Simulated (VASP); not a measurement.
# CaO (Fm-3m) in VASP: further runs, part 2 of 2

VASP 6.6.1.

### Step 3. Relaxation of cell and atoms, PBE

This run uses another cell than the first one, of 14.07 Å³/atom, 0.907 times its volume.

Contents of INCAR:

```
SYSTEM = CaO
ALGO = Normal
EDIFF = 1E-7
EDIFFG = -0.04
ENCUT = 600
GGA = PE
IBRION = 2
ISIF = 3
ISMEAR = 0
LASPH = .TRUE.
LCHARG = .FALSE.
LREAL = .FALSE.
LWAVE = .FALSE.
NELM = 60
NSW = 90
PREC = Accurate
SIGMA = 0.1
```

Contents of KPOINTS:

```
k-points
0
G
  6 6 6
  0 0 0
```

Contents of POSCAR:

```
CaO
1.0
    0.0000000000      2.4142046007      2.4142046007
    2.4142046007      0.0000000000      2.4142046007
    2.4142046007      2.4142046007      0.0000000000
Ca O
1 1
Direct
    0.0000000000      0.0000000000      0.0000000000
    0.5000000000      0.5000000000      0.5000000000
```

Potentials or basis: VASP PAW PBE potentials, release 64 (Ca_sv, O).

The run is started by

```bash
$ cat potpaw_PBE.64/Ca_sv/POTCAR potpaw_PBE.64/O/POTCAR > POTCAR
$ mpirun -np 1 vasp_std > vasp.out
```

OUTCAR:

```text
SYSTEM = CaO
   EDIFF = 1E-7
   EDIFFG = -0.04
   ENCUT = 600
   GGA = PE
   IBRION = 2
   ISIF = 3
   ISMEAR = 0
   LASPH = .TRUE.
   LREAL = .FALSE.
   NELM = 60
   NSW = 90
   PREC = Accurate

 ion  position               nearest neighbor table
   1  0.000  0.000  0.000-   2 2.41   2 2.41   2 2.41   2 2.41   2 2.41   2 2.41
   2  0.500  0.500  0.500-   1 2.41   1 2.41   1 2.41   1 2.41   1 2.41   1 2.41

  LATTYP: Found a face centered cubic cell.
 ALAT       =     4.8284092014

  Lattice vectors:

 A1 = (   0.0000000000,   2.4142046007,   2.4142046007)
 A2 = (   2.4142046007,   0.0000000000,   2.4142046007)
 A3 = (   2.4142046007,   2.4142046007,   0.0000000000)

Analysis of symmetry for initial positions (statically):
=====================================================================
 Subroutine PRICEL returns:
 Original cell was already a primitive cell.

 Routine SETGRP: Setting up the symmetry group for a
 face centered cubic supercell.

 Subroutine GETGRP returns: Found 48 space group operations
 (whereof 48 operations were pure point group operations)
 out of a pool of 48 trial point group operations.

The static configuration has the point symmetry O_h .

Analysis of symmetry for dynamics (positions and initial velocities):
=====================================================================
 Subroutine PRICEL returns:
 Original cell was already a primitive cell.

 Routine SETGRP: Setting up the symmetry group for a
 face centered cubic supercell.

 Subroutine GETGRP returns: Found 48 space group operations
 (whereof 48 operations were pure point group operations)
 out of a pool of 48 trial point group operations.

The dynamic configuration has the point symmetry O_h .

 Subroutine INISYM returns: Found 48 space group operations
 (whereof 48 operations are pure point group operations),
 and found     1 'primitive' translations

----------------------------------------------------------------------------------------

                                     Primitive cell

  volume of cell :      28.1418

  direct lattice vectors                    reciprocal lattice vectors
     0.000000000  2.414204601  2.414204601    -0.207107550  0.207107550  0.207107550
     2.414204601  0.000000000  2.414204601     0.207107550 -0.207107550  0.207107550
     2.414204601  2.414204601  0.000000000     0.207107550  0.207107550 -0.207107550

  length of vectors
     3.414200889  3.414200889  3.414200889     0.358720799  0.358720799  0.358720799

  position of ions in fractional coordinates (direct lattice)
     0.000000000  0.000000000  0.000000000
     0.500000000  0.500000000  0.500000000

  ion indices of the primitive-cell ions
   primitive index   ion index
                 1           1
                 2           2
[... 100 lines left out ...]
   NGX = 13   NGY = 13   NGZ = 13

--------------------------------------- Ionic step        1  -------------------------------------------

 number of electron      15.9999999 magnetization

 Free energy of the ion-electron system (eV)
  ---------------------------------------------------
  ext. energy  EPLUGINS =         0.00000000
  ---------------------------------------------------
  free energy    TOTEN  =       -12.80727101 eV

  energy without entropy =      -12.80727101  energy(sigma->0) =      -12.80727101

------------------------ aborting loop because EDIFF is reached ----------------------------------------

  FORCE on cell =-STRESS in cart. coord.  units (eV):
  Direction    XX          YY          ZZ          XY          YZ          ZX
  --------------------------------------------------------------------------------------
  -------------------------------------------------------------------------------------
  Total        0.1089327      0.1089327      0.1089327     -0.0000000      0.0000000     -0.0000000
  in kB        6.2017821      6.2017821      6.2017821     -0.0000000      0.0000000     -0.0000000
  external PRESSURE =       6.2017821 kB  Pullay stress =       0.0000000 kB

 VOLUME and BASIS-vectors are now :
 -----------------------------------------------------------------------------
  energy-cutoff  :      600.00
  volume of cell :       28.14
      direct lattice vectors                 reciprocal lattice vectors
     0.000000000  2.414204601  2.414204601    -0.207107550  0.207107550  0.207107550
     2.414204601  0.000000000  2.414204601     0.207107550 -0.207107550  0.207107550
     2.414204601  2.414204601  0.000000000     0.207107550  0.207107550 -0.207107550

 POSITION                                       TOTAL-FORCE (eV/Angst)
 -----------------------------------------------------------------------------------
      0.00000      0.00000      0.00000         0.000000     -0.000000     -0.000000
      2.41420      2.41420      2.41420         0.000000      0.000000      0.000000
 -----------------------------------------------------------------------------------
    total drift:                                0.000000      0.000000      0.000000

  FREE ENERGIE OF THE ION-ELECTRON SYSTEM (eV)
  ---------------------------------------------------
  free  energy   TOTEN  =       -12.8072710068 eV

  energy  without entropy=      -12.8072710068  energy(sigma->0) =      -12.80727101

--------------------------------------- Ionic step        2  -------------------------------------------

 number of electron      16.0000000 magnetization

 Free energy of the ion-electron system (eV)
  ---------------------------------------------------
  ext. energy  EPLUGINS =         0.00000000
  ---------------------------------------------------
  free energy    TOTEN  =       -12.80754343 eV

  energy without entropy =      -12.80754343  energy(sigma->0) =      -12.80754343

 E-fermi :   2.7574     XC(G=0): -10.3707

 val. band max:        2.2275403076   @ k =   0.0000   0.0000   0.0000
 cond. band min:       5.8692208970   @ k =   0.5000   0.5000   0.0000
 fundamental gap:      3.6416805893
 Fermi energy:         2.7573937699

 k-point     1 :       0.0000    0.0000    0.0000
  band No.  band energies     occupation
      1     -35.4975      2.00000
      2     -16.2767      2.00000
      3     -16.2767      2.00000
      4     -16.2767      2.00000
      5     -13.2635      2.00000
      6       2.2275      2.00000
      7       2.2275      2.00000
      8       2.2275      2.00000
      9       6.7686      0.00000
     10       8.4000      0.00000
     11       8.4000      0.00000
     12       8.4000      0.00000
[... 211 lines left out ...]
 k-point    16 :      -0.3333    0.5000    0.1667
  band No.  band energies     occupation
      1     -35.3757      2.00000
      2     -16.7499      2.00000
      3     -16.6225      2.00000
      4     -16.5765      2.00000
      5     -12.7604      2.00000
      6       1.0139      2.00000
      7       1.1786      2.00000
      8       1.4212      2.00000
      9       7.2180      0.00000
     10       9.7952      0.00000
     11      10.4141      0.00000
     12      11.6205      0.00000

------------------------ aborting loop because EDIFF is reached ----------------------------------------

  FORCE on cell =-STRESS in cart. coord.  units (eV):
  Direction    XX          YY          ZZ          XY          YZ          ZX
  --------------------------------------------------------------------------------------
  -------------------------------------------------------------------------------------
  Total       -0.0384057     -0.0384057     -0.0384057      0.0000000      0.0000000     -0.0000000
  in kB       -2.1693754     -2.1693754     -2.1693754      0.0000000      0.0000000     -0.0000000
  external PRESSURE =      -2.1693754 kB  Pullay stress =       0.0000000 kB

 VOLUME and BASIS-vectors are now :
 -----------------------------------------------------------------------------
  energy-cutoff  :      600.00
  volume of cell :       28.36
      direct lattice vectors                 reciprocal lattice vectors
     0.000000000  2.420548166  2.420548166    -0.206564780  0.206564780  0.206564780
     2.420548166  0.000000000  2.420548166     0.206564780 -0.206564780  0.206564780
     2.420548166  2.420548166 -0.000000000     0.206564780  0.206564780 -0.206564780

 POSITION                                       TOTAL-FORCE (eV/Angst)
 -----------------------------------------------------------------------------------
      2.42055      2.42055      4.84110        -0.000000      0.000000      0.000000
      2.42055      2.42055      2.42055         0.000000     -0.000000     -0.000000
 -----------------------------------------------------------------------------------
    total drift:                                0.000000      0.000000      0.000000

  FREE ENERGIE OF THE ION-ELECTRON SYSTEM (eV)
  ---------------------------------------------------
  free  energy   TOTEN  =       -12.8075434348 eV

  energy  without entropy=      -12.8075434348  energy(sigma->0) =      -12.80754343

 reached required accuracy - stopping structural energy minimisation
```

OSZICAR:

```text
N       E                     dE             d eps       ncg     rms          rms(c)
DAV:   1     0.140210363898E+03    0.14021E+03   -0.93508E+03   384   0.152E+03
DAV:   2    -0.700107030791E+01   -0.14721E+03   -0.13991E+03   432   0.345E+02
DAV:   3    -0.142924008775E+02   -0.72913E+01   -0.72345E+01   476   0.814E+01
[... 19 lines left out ...]
DAV:   6    -0.128075437156E+02   -0.36498E-04   -0.54213E-05   608   0.439E-02    0.104E-02
DAV:   7    -0.128075430613E+02    0.65433E-06   -0.54562E-06   632   0.215E-02    0.171E-03
DAV:   8    -0.128075433114E+02   -0.25012E-06   -0.25824E-07   484   0.348E-03    0.366E-04
DAV:   9    -0.128075434390E+02   -0.12756E-06   -0.19669E-08   212   0.116E-03    0.795E-05
DAV:  10    -0.128075434348E+02    0.41828E-08   -0.94485E-09   196   0.678E-04
   2 F= -.12807543E+02 E0= -.12807543E+02  d E =-.272428E-03
```

Run time: 14 s. Hardware: 1 thread of Intel Xeon Platinum 8375C at 2.90GHz (Ice Lake), shared host; peak memory 0.16 GiB.

What came out:

```yaml
Free_energy: -12.8075 eV
Relaxed_volume: 14.18 Å³/atom
Relaxed_cell: a = 3.423 Å, b = 3.423 Å, c = 3.423 Å, α = 60.00°, β = 60.00°, γ = 60.00°
Space_group_after_relaxing_to_0.05_Å: Fm-3m (No. 225)
Energy_gained_by_relaxing: 0.1 meV/atom
Ionic_steps: 2
Pressure_after_relaxing: -0.2 GPa
Band_gap_on_the_k_mesh: 3.64 eV, indirect (least direct gap 4.02 eV)
```

The path:
```csv
step,energy change (eV),largest force (eV/Å),pressure (GPa),volume (Å³)
1,0.0000,0.0000,0.62,28.14
2,-0.0003,0.0000,-0.22,28.36
```

Final structure:
```
Ca O
1.0
     0.00000    2.42055    2.42055
     2.42055    0.00000    2.42055
     2.42055    2.42055    0.00000
Ca O
1 1
Direct
  0.00000 0.00000 0.00000
  0.50000 0.50000 0.50000
```

A k mesh can miss the band edges. As with any semilocal functional, this PBE gap is likely too small.

### Step 4. Relaxation of cell and atoms, PBE

This run uses another cell than the first one, of 14.07 Å³/atom, 0.907 times its volume.

Contents of INCAR:

```
SYSTEM = CaO
  PREC = Accurate
  ENCUT = 600
  EDIFF = 1E-6
  ISMEAR = 0
  SIGMA = 0.02
  LREAL = .FALSE.
  LASPH = .TRUE.
  NELM = 80
  ALGO = Normal
  ISIF = 3
  LWAVE = .FALSE.
  LCHARG = .FALSE.
  GGA = PE
  IBRION = 2
  NSW = 100
  EDIFFG = -0.01
```

Contents of KPOINTS:

```
Automatic mesh
0
G
  8 8 8
  0 0 0
```

POSCAR is that of step 3.

The run is started by

```bash
$ cat potpaw_PBE.64/Ca_sv/POTCAR potpaw_PBE.64/O/POTCAR > POTCAR
$ mpirun -np 1 vasp_std > vasp.out
```

Run time: 21 s. Hardware: 1 thread of Intel Xeon Platinum 8375C at 2.90GHz (Ice Lake), shared host; peak memory 0.17 GiB.

It converged, with:

* Free energy: -12.8077 eV
* Relaxed volume: 14.15 Å³/atom
* Relaxed cell: a = 3.421 Å, b = 3.421 Å, c = 3.421 Å, α = 60.00°, β = 60.00°, γ = 60.00°
* Space group after relaxing (to 0.05 Å): Fm-3m (No. 225)
* Energy gained by relaxing: 0.2 meV/atom
* Ionic steps: 3
* Pressure after relaxing: 0.0 GPa
* Band gap on the k mesh: 3.64 eV, indirect (least direct gap 4.02 eV)

The path:
| step | energy change (eV) | largest force (eV/Å) | pressure (GPa) | volume (Å³) |
| --- | --- | --- | --- | --- |
| 1 | 0.0000 | 0.0000 | 0.60 | 28.14 |
| 2 | -0.0003 | 0.0000 | -0.19 | 28.36 |
| 3 | -0.0003 | 0.0000 | -0.03 | 28.31 |

Final structure:
```yaml
crystal:
  lattice:
    - [0.00000, 2.41889, 2.41889]
    - [2.41889, 0.00000, 2.41889]
    - [2.41889, 2.41889, 0.00000]
  atoms:
    - { symbol: Ca, position: [0.00000, 0.00000, 0.00000] }
    - { symbol: O, position: [0.50000, 0.50000, 0.50000] }
```

Levels at points of the mesh, in eV from the valence-band top:
```csv
k point,band 5,band 6,band 7,band 8,band 9,band 10,band 11,band 12
"(0.00, 0.00, 0.00)",-15.49,0.00,0.00,0.00,4.56,6.18,6.18,6.18
"(0.50, 0.00, 0.00)",-14.38,-2.59,-1.16,-1.16,6.96,8.25,8.25,8.36
"(0.50, 0.50, 0.00)",-15.26,-1.31,-0.38,-0.38,3.64,7.90,8.78,9.40
```

### Step 5. Summary

```tsv
task	cell	k mesh	cutoff (eV)	smearing	gap on the mesh (eV)	pressure (GPa)	relaxed volume (Å³/atom)
single point	a = 3.526 Å, angles 60.0°, 2 atoms	8 × 8 × 8	520	gaussian 0.02 eV	3.64	-7.8	-
relaxation of cell and atoms	relaxed from a = 3.414 Å, angles 60.0°, 2 atoms	6 × 6 × 6	600	gaussian 0.1 eV	3.64	-0.2	14.18
relaxation of cell and atoms	relaxed from a = 3.414 Å, angles 60.0°, 2 atoms	8 × 8 × 8	600	gaussian 0.02 eV	3.64	0.0	14.15
```

Alike in all rows: level PBE; potentials or basis VASP PAW PBE potentials, release 64 (Ca_sv, O); no spin polarisation.

Total energies depend on the potentials used, so only differences within one code and one set of settings carry meaning.
